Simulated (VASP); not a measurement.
# SrVO3 (Pm-3m) in VASP: single point with PBE+U

Aim: the single point of SrVO3 with PBE+U.

Program: VASP 6.6.1. These are calculated values, not measurements. Logs are shortened: lines on timing, memory, paths and dates and some standing lists are left out, and cuts for length are marked.

## Step 1: The cell of the first run

Symmetry: Pm-3m, No. 221, cubic system. Conventional cell: a = 3.841 Å, b = 3.841 Å, c = 3.841 Å, α = 90.00°, β = 90.00°, γ = 90.00°. Sr (site symmetry m-3m) has 12 O at 2.72 Å and 8 V at 3.33 Å within 3.6 Å. Within 2.5 Å of V (site symmetry m-3m) lie 6 O at 1.92 Å. O (site symmetry 4/mmm) has 2 V at 1.92 Å within 2.5 Å.

## Step 2: Single point, PBE+U, collinear spin, ferromagnetic start

INCAR

```
ALGO = Normal
EDIFF = 1E-6
ENCUT = 520
GGA = PE
ISIF = 2
ISMEAR = 0
ISPIN = 2
LASPH = True
LCHARG = False
LDAU = True
LDAUJ = 0 0 0
LDAUL = -1 2 -1
LDAUPRINT = 1
LDAUTYPE = 2
LDAUU = 0 3.25 0
LMAXMIX = 4
LORBIT = 11
LREAL = False
LWAVE = False
MAGMOM = 0 1 0 0 0
NBANDS = 32
NELM = 150
PREC = Accurate
SIGMA = 0.05
```

KPOINTS

```
k-points
0
Gamma
  4 4 4
```

POSCAR

```
SrVO3
1.0
    3.8409000000      0.0000000000      0.0000000000
    0.0000000000      3.8409000000      0.0000000000
    0.0000000000      0.0000000000      3.8409000000
Sr V O
1 1 3
Direct
    0.5000000000      0.5000000000      0.5000000000
    0.0000000000      0.0000000000      0.0000000000
    0.5000000000      0.0000000000      0.0000000000
    0.0000000000      0.5000000000      0.0000000000
    0.0000000000      0.0000000000      0.5000000000
```

Potentials or basis: VASP PAW PBE potentials, release 64 (Sr_sv, V_sv, O).

On the command line:

```sh
> cat potpaw_PBE.64/Sr_sv/POTCAR potpaw_PBE.64/V_sv/POTCAR potpaw_PBE.64/O/POTCAR > POTCAR
> mpirun -np 1 vasp_std > vasp.out
```

OUTCAR:

```text
EDIFF = 1E-6
   ENCUT = 520
   GGA = PE
   ISIF = 2
   ISMEAR = 0
   ISPIN = 2
   LASPH = True
   LORBIT = 11
   LREAL = False
   NELM = 150
   PREC = Accurate

 ion  position               nearest neighbor table
   1  0.500  0.500  0.500-   3 2.72   4 2.72   5 2.72   3 2.72   4 2.72   3 2.72   5 2.72   3 2.72
                             4 2.72   5 2.72   4 2.72   5 2.72   2 3.33   2 3.33   2 3.33   2 3.33
   2  0.000  0.000  0.000-   3 1.92   4 1.92   5 1.92   5 1.92   4 1.92   3 1.92   1 3.33   1 3.33
                             1 3.33   1 3.33   1 3.33   1 3.33   1 3.33   1 3.33
   3  0.500  0.000  0.000-   2 1.92   2 1.92   1 2.72   1 2.72   1 2.72   1 2.72
   4  0.000  0.500  0.000-   2 1.92   2 1.92   1 2.72   1 2.72   1 2.72   1 2.72
   5  0.000  0.000  0.500-   2 1.92   2 1.92   1 2.72   1 2.72   1 2.72   1 2.72

  LATTYP: Found a simple cubic cell.
 ALAT       =     3.8409000000

  Lattice vectors:

 A1 = (   3.8409000000,   0.0000000000,   0.0000000000)
 A2 = (   0.0000000000,   3.8409000000,   0.0000000000)
 A3 = (   0.0000000000,   0.0000000000,   3.8409000000)

Analysis of symmetry for initial positions (statically):
=====================================================================
 Subroutine PRICEL returns:
 Original cell was already a primitive cell.

 Routine SETGRP: Setting up the symmetry group for a
 simple cubic supercell.

 Subroutine GETGRP returns: Found 48 space group operations
[... 9 lines left out ...]

 Routine SETGRP: Setting up the symmetry group for a
 simple cubic supercell.

 Subroutine GETGRP returns: Found 48 space group operations
 (whereof 48 operations were pure point group operations)
 out of a pool of 48 trial point group operations.

The dynamic configuration has the point symmetry O_h .

Analysis of structural, dynamic, and magnetic symmetry:
=====================================================================
 Subroutine PRICEL returns:
 Original cell was already a primitive cell.

 Routine SETGRP: Setting up the symmetry group for a
 simple cubic supercell.

 Subroutine GETGRP returns: Found 48 space group operations
 (whereof 48 operations were pure point group operations)
 out of a pool of 48 trial point group operations.

The overall configuration has the point symmetry O_h .

 Subroutine INISYM returns: Found 48 space group operations
[... 5 lines left out ...]
                                     Primitive cell

  volume of cell :      56.6629

  direct lattice vectors                    reciprocal lattice vectors
     3.840900000  0.000000000  0.000000000     0.260355646  0.000000000  0.000000000
     0.000000000  3.840900000  0.000000000     0.000000000  0.260355646  0.000000000
     0.000000000  0.000000000  3.840900000     0.000000000  0.000000000  0.260355646

  length of vectors
     3.840900000  3.840900000  3.840900000     0.260355646  0.260355646  0.260355646

  position of ions in fractional coordinates (direct lattice)
     0.500000000  0.500000000  0.500000000
     0.000000000  0.000000000  0.000000000
     0.500000000  0.000000000  0.000000000
     0.000000000  0.500000000  0.000000000
     0.000000000  0.000000000  0.500000000

  ion indices of the primitive-cell ions
   primitive index   ion index
                 1           1
                 2           2
                 3           3
                 4           4
                 5           5

----------------------------------------------------------------------------------------

 KPOINTS: k-points

Automatic generation of k-mesh.
 Grid dimensions read from file:
 generate k-points for:    4    4    4

 Generating k-lattice:

  Cartesian coordinates                     Fractional coordinates (reciprocal lattice)
     0.065088911  0.000000000  0.000000000     0.250000000  0.000000000  0.000000000
     0.000000000  0.065088911  0.000000000     0.000000000  0.250000000  0.000000000
[... 63 lines left out ...]
     AMIX_MAG =   1.60;   BMIX_MAG =  1.00
  volume/ion in A,a.u.               =      11.33        76.48
  Fermi-wavevector in a.u.,A,eV,Ry     =   1.469726  2.777380 29.389880  2.160095
  Thomas-Fermi vector in A             =   2.585069
   LORBIT       =     11    0 simple, 1 ext, 2 COOP (PROOUT), +10 PAW based schemes
 LDA+U is selected, type is set to LDAUTYPE =  2
   angular momentum for each species LDAUL =    -1    2   -1
   U (eV)           for each species LDAUU =   0.0  3.2  0.0
   J (eV)           for each species LDAUJ =   0.0  0.0  0.0
   GGA     = PE    functional components
   LHFCALC =     F    Hartree Fock is set to
   AEXX    =    0.0000 exact exchange contribution
   IVDW    =     0    specifies the selected vdW correction
   LEPSILON=     F    determine dielectric tensor
   LRPA    =     F    only Hartree local field effects (RPA)
 spin polarized calculation
 Gauss-broadening in eV      SIGMA  =   0.05
  energy-cutoff  :      520.00
  volume of cell :       56.66
 maximum number of plane-waves:      1568
 NGX is ok and might be reduce to    30
   NGX = 15   NGY = 15   NGZ = 15

atom =   2  type =  2  l = 2

 onsite density matrix

spin component  1

  0.4519 -0.0000 -0.0000 -0.0000  0.0000
 -0.0000  0.4519 -0.0000  0.0000  0.0000
 -0.0000 -0.0000  0.3119 -0.0000  0.0000
 -0.0000  0.0000 -0.0000  0.4519 -0.0000
  0.0000  0.0000  0.0000 -0.0000  0.3119

spin component  2

  0.1102  0.0000  0.0000  0.0000 -0.0000
  0.0000  0.1102 -0.0000 -0.0000 -0.0000
  0.0000 -0.0000  0.2885  0.0000  0.0000
  0.0000 -0.0000  0.0000  0.1102 -0.0000
 -0.0000 -0.0000  0.0000 -0.0000  0.2885

 occupancies and eigenvectors

  o =  0.1102  v =  0.0000  0.0000  0.0000  0.0000  0.0000  1.0000  0.0000  0.0000  0.0000  0.0000      0.0000  0.0000  0.0000  0.0000  0.0000  0.0000  0.0000  0.0000  0.0000  0.0000
  o =  0.1102  v =  0.0000  0.0000  0.0000  0.0000  0.0000  0.0000  0.9893  0.0000  0.1456 -0.0000      0.0000  0.0000  0.0000  0.0000  0.0000  0.0000  0.0000  0.0000  0.0000  0.0000
  o =  0.1102  v =  0.0000  0.0000  0.0000  0.0000  0.0000  0.0000 -0.1456  0.0000  0.9893  0.0000      0.0000  0.0000  0.0000  0.0000  0.0000  0.0000  0.0000  0.0000  0.0000  0.0000
  o =  0.2885  v =  0.0000  0.0000  0.0000  0.0000  0.0000  0.0000  0.0000  0.0017  0.0000  1.0000      0.0000  0.0000  0.0000  0.0000  0.0000  0.0000  0.0000  0.0000  0.0000  0.0000
  o =  0.2885  v =  0.0000  0.0000  0.0000  0.0000  0.0000  0.0000  0.0000 -1.0000  0.0000  0.0017      0.0000  0.0000  0.0000  0.0000  0.0000  0.0000  0.0000  0.0000  0.0000  0.0000
  o =  0.3119  v =  0.0000 -0.0000 -0.0021  0.0000  1.0000  0.0000  0.0000  0.0000  0.0000  0.0000      0.0000  0.0000  0.0000  0.0000  0.0000  0.0000  0.0000  0.0000  0.0000  0.0000
  o =  0.3119  v =  0.0000  0.0000 -1.0000  0.0000 -0.0021  0.0000  0.0000  0.0000  0.0000  0.0000      0.0000  0.0000  0.0000  0.0000  0.0000  0.0000  0.0000  0.0000  0.0000  0.0000
  o =  0.4519  v =  1.0000  0.0000  0.0000  0.0000  0.0000  0.0000  0.0000  0.0000  0.0000  0.0000      0.0000  0.0000  0.0000  0.0000  0.0000  0.0000  0.0000  0.0000  0.0000  0.0000
  o =  0.4519  v =  0.0000  0.1632  0.0000 -0.9866  0.0000  0.0000  0.0000  0.0000  0.0000  0.0000      0.0000  0.0000  0.0000  0.0000  0.0000  0.0000  0.0000  0.0000  0.0000  0.0000
  o =  0.4519  v =  0.0000 -0.9866 -0.0000 -0.1632 -0.0000  0.0000  0.0000  0.0000  0.0000  0.0000      0.0000  0.0000  0.0000  0.0000  0.0000  0.0000  0.0000  0.0000  0.0000  0.0000

 number of electron      41.0000017 magnetization       0.9999290

 Free energy of the ion-electron system (eV)
  ---------------------------------------------------
  ext. energy  EPLUGINS =         0.00000000
  ---------------------------------------------------
  free energy    TOTEN  =       -36.00953137 eV

  energy without entropy =      -36.00648508  energy(sigma->0) =      -36.00800822

 E-fermi :   6.0409     XC(G=0): -11.5690

 val. band max:        5.8783927975   @ k =   0.2500   0.2500   0.0000
 cond. band min:       6.0659226806   @ k =   0.2500   0.2500   0.0000
 fundamental gap:      0.1875298831
 Fermi energy:         6.0408744806

 spin component 1

 k-point     1 :       0.0000    0.0000    0.0000
  band No.  band energies     occupation
      1     -60.5845      1.00000
      2     -34.3921      1.00000
      3     -34.3921      1.00000
      4     -34.3921      1.00000
      5     -28.1826      1.00000
      6     -13.3701      1.00000
[... 339 lines left out ...]
     31      15.1301      0.00000
     32      19.4309      0.00000
 Fermi energy:         6.0408744806

 spin component 2

 k-point     1 :       0.0000    0.0000    0.0000
  band No.  band energies     occupation
      1     -59.4426      1.00000
      2     -33.2672      1.00000
      3     -33.2672      1.00000
      4     -33.2672      1.00000
      5     -28.1858      1.00000
      6     -13.3995      1.00000
[... 339 lines left out ...]
     31      15.1752      0.00000
     32      19.3880      0.00000

------------------------ aborting loop because EDIFF is reached ----------------------------------------

  FORCE on cell =-STRESS in cart. coord.  units (eV):
  Direction    XX          YY          ZZ          XY          YZ          ZX
  --------------------------------------------------------------------------------------
  -------------------------------------------------------------------------------------
  Total        2.9720362      2.9720362      2.9720362     -0.0000000     -0.0000000      0.0000000
  in kB       84.0360600     84.0360600     84.0360600     -0.0000000     -0.0000000      0.0000000
  external PRESSURE =      84.0360600 kB  Pullay stress =       0.0000000 kB

 VOLUME and BASIS-vectors are now :
 -----------------------------------------------------------------------------
  energy-cutoff  :      520.00
  volume of cell :       56.66
      direct lattice vectors                 reciprocal lattice vectors
     3.840900000  0.000000000  0.000000000     0.260355646  0.000000000  0.000000000
     0.000000000  3.840900000  0.000000000     0.000000000  0.260355646  0.000000000
     0.000000000  0.000000000  3.840900000     0.000000000  0.000000000  0.260355646

 POSITION                                       TOTAL-FORCE (eV/Angst)
 -----------------------------------------------------------------------------------
      1.92045      1.92045      1.92045         0.000000      0.000000      0.000000
      0.00000      0.00000      0.00000         0.000000      0.000000      0.000000
      1.92045      0.00000      0.00000         0.000000      0.000000      0.000000
      0.00000      1.92045      0.00000         0.000000      0.000000      0.000000
      0.00000      0.00000      1.92045         0.000000      0.000000      0.000000
 -----------------------------------------------------------------------------------
    total drift:                                0.000000     -0.000000      0.000000

  FREE ENERGIE OF THE ION-ELECTRON SYSTEM (eV)
  ---------------------------------------------------
  free  energy   TOTEN  =       -36.0095313662 eV

  energy  without entropy=      -36.0064850828  energy(sigma->0) =      -36.00800822

 total charge

# of ion       s       p       d       tot
------------------------------------------
    1        2.000   5.803   0.220   8.023
    2        2.291   6.362   2.852  11.505
    3        1.563   3.503   0.000   5.066
    4        1.563   3.503   0.000   5.066
    5        1.563   3.503   0.000   5.066
--------------------------------------------------
tot          8.980  22.673   3.072  34.726

 magnetization (x)

# of ion       s       p       d       tot
------------------------------------------
    1       -0.001  -0.003   0.001  -0.003
    2        0.008   0.010   1.069   1.087
    3       -0.002  -0.042   0.000  -0.044
    4       -0.002  -0.042   0.000  -0.044
    5       -0.002  -0.042   0.000  -0.044
--------------------------------------------------
tot          0.001  -0.118   1.070   0.953
```

Run time: 30 s. Hardware: 1 thread of AMD EPYC 7R13 (Zen 3), shared host; peak memory 0.17 GiB.

What came out:

```
Free energy                                           : -36.0095 eV
Pressure                                              : 8.4 GPa
Band gap on the k mesh                                : zero (filled and empty bands overlap)
Net moment                                            : 1.00 μB per cell
Site moments                                          : Sr -0.00; V +1.09; O -0.04 μB
Valence electrons inside the program's atomic spheres : Sr 8.02; V 11.51; O 5.07
```

Eigenvalues of the final occupation matrices:
| site | spin | trace | eigenvalues |
| --- | --- | --- | --- |
| site 2 d | 1 | 1.98 | 0.31 0.31 0.45 0.45 0.45 |
| site 2 d | 2 | 0.91 | 0.11 0.11 0.11 0.29 0.29 |

Caveat: the k points lie up to 0.41 Å⁻¹ apart. The state reached can hang on the start; a lower one may exist.
